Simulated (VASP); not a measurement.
A run of VASP 6.6.1:

The input INCAR:

```
ALGO = Normal
EDIFF = 1E-6
ENCUT = 520
GGA = PS
ISIF = 2
ISMEAR = -1
ISPIN = 2
LASPH = True
LCHARG = False
LORBIT = 11
LREAL = Auto
LWAVE = False
MAGMOM = 0 0 0 0 0 0 0 0 0 0 0 0 0 0 0 0 1
NBANDS = 52
NELM = 150
PREC = Accurate
SIGMA = 0.02
```

KPOINTS

```
k-points
0
Gamma
  2 2 2
```

The input POSCAR:

```
Si16C
1.0
    0.0000000000      5.4300000000      5.4300000000
    5.4300000000      0.0000000000      5.4300000000
    5.4300000000      5.4300000000      0.0000000000
Si C
16 1
Direct
   -0.0090423573      0.0092817680      0.0081583794
    0.1826611418      0.0721270718      0.1160128913
    0.0232320442     -0.0008563536      0.4849815838
    0.1104604052      0.1253406998      0.6401657459
   -0.0000460405      0.4609668508      0.0152209945
    0.1228360958      0.6179189687      0.1095211786
    0.0432044199      0.4869797422      0.5033149171
    0.1057826888      0.6213443831      0.6565193370
    0.5633885820     -0.0522651934     -0.0511602210
    0.6283517495      0.1055340700      0.0919429098
    0.5158379374     -0.0183793738      0.4677900552
    0.6604235727      0.1395211786      0.5547145488
    0.4858103131      0.5036924494     -0.0463443831
    0.6205985267      0.5973388582      0.1345211786
    0.4606998158      0.6013443831      0.5965561694
    0.7165653775      0.6826795580      0.6841712707
    0.6163904236      0.4470902394      0.4140515654
```

Potentials or basis: VASP PAW PBE potentials, release 64 (Si, C).

Command:

```console
$ cat potpaw_PBE.64/Si/POTCAR potpaw_PBE.64/C/POTCAR > POTCAR
$ mpirun -np 1 vasp_std > vasp.out
```

Hardware: 1 thread of Intel(R) Xeon(R) 6975P-C (Granite Rapids), with other jobs on the host.

**Question.** Estimate the wall time of this run.

**Answer.** Run time: 4.3 min on 1 thread of Intel(R) Xeon(R) 6975P-C (Granite Rapids), with other jobs on the host, peak memory 0.7 GiB. Counts: scf iterations 15, k points 8.
